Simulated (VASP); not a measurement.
Set up this calculation in VASP 6.6.1, as the native input.

| Item | Value |
| --- | --- |
| Task | single point |
| Functional | LDA |
| Potentials or basis | VASP PAW LDA potentials, release 64 (Sn_d, O) |
| Cutoff | 520 eV |
| k mesh | 6 × 6 × 8 |
| Occupations | gaussian, width 0.05 eV |
| Spin | no spin polarisation |
| Dipole correction | no |
| Further INCAR settings | ALGO = Normal; EDIFF = 1e-06; NBANDS = 35 |

The structure of SnO2 lies in POSCAR:

```
SnO2
1.0
    4.7201335122      0.0000000000      0.0000000000
    0.0000000000      4.7206343096      0.0000000000
    0.0000000000      0.0000000000      3.1888226875
Sn O
2 4
Direct
    0.5000000000      0.5000000000      0.5000000000
    0.0000000000      0.0000000000      0.0000000000
    0.2656935393      0.3464606415      0.0000000000
    0.7656935393      0.1535393585      0.5000000000
    0.2343064607      0.8464606415      0.5000000000
    0.7343064607      0.6535393585      0.0000000000
```

This cell differs from its parent crystal: atoms displaced along a vibrational mode.

These files were run (other wordings do the same):

INCAR

```
ALGO = Normal
EDIFF = 1E-6
ENCUT = 520
ISIF = 2
ISMEAR = 0
LASPH = True
LCHARG = False
LREAL = False
LWAVE = False
NBANDS = 35
NELM = 100
PREC = Accurate
SIGMA = 0.05
```

KPOINTS

```
k-points
0
Gamma
  6 6 8
```

Potentials or basis: VASP PAW LDA potentials, release 64 (Sn_d, O).

Launch:

```sh
$ cat potpaw_LDA.64/Sn_d/POTCAR potpaw_LDA.64/O/POTCAR > POTCAR
$ mpirun -np 1 vasp_std > vasp.out
```

It gave:

The pressure is -2.2 GPa and the largest force is 0.361 eV/Å. The band gap on the k mesh is 1.47 eV (least direct gap 1.58 eV).

Caveat: the cell differs from its parent crystal (atoms displaced along a vibrational mode); spin-orbit coupling is left out, which moves the levels of the heavy elements.

Run time: 3.9 min on 1 thread of Intel Xeon 8259CL, with other jobs on the host, peak memory 0.26 GiB.
